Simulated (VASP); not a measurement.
Se, 2 atoms in the cell. The structure is hexagonal, space group P6_3/mmc (No. 194). Conventional cell: a = 3.741 Å, b = 3.741 Å, c = 3.929 Å, α = 90.00°, β = 90.00°, γ = 120.00°. Within 4.0 Å of Se (site symmetry -6m2) lie 14 Se at 2.92 to 3.93 Å. This isn't the form of Se at room conditions, which is trigonal, of chains.

| Item | Value |
| --- | --- |
| Program | VASP 6.6.1 |
| Task | single point |
| Functional | r2SCAN |
| Potentials or basis | VASP PAW PBE potentials, release 64 (Se) |
| Cutoff | 520 eV |
| k mesh | 11 × 11 × 9 |
| Occupations | fermi-dirac, width 0.1 eV |
| Spin | no spin polarisation |
| Dipole correction | no |
| Further INCAR settings | ALGO = Normal; EDIFF = 1e-07; NBANDS = 13 |

Potentials or basis: VASP PAW PBE potentials, release 64 (Se).

Command:

```bash
$ cat potpaw_PBE.64/Se/POTCAR > POTCAR
$ cp INCAR.step1 INCAR
$ mpirun -np 1 vasp_std > vasp.out
$ cp INCAR.step2 INCAR
$ mpirun -np 1 vasp_std > vasp.out
```

Hardware: 1 thread of Intel(R) Xeon(R) 6975P-C (Granite Rapids) (shared host).

Estimate the wall time of this run.

It took 88 s on 1 thread of Intel(R) Xeon(R) 6975P-C (Granite Rapids) (shared host), peak memory 0.18 GiB. Counts: k points 80.
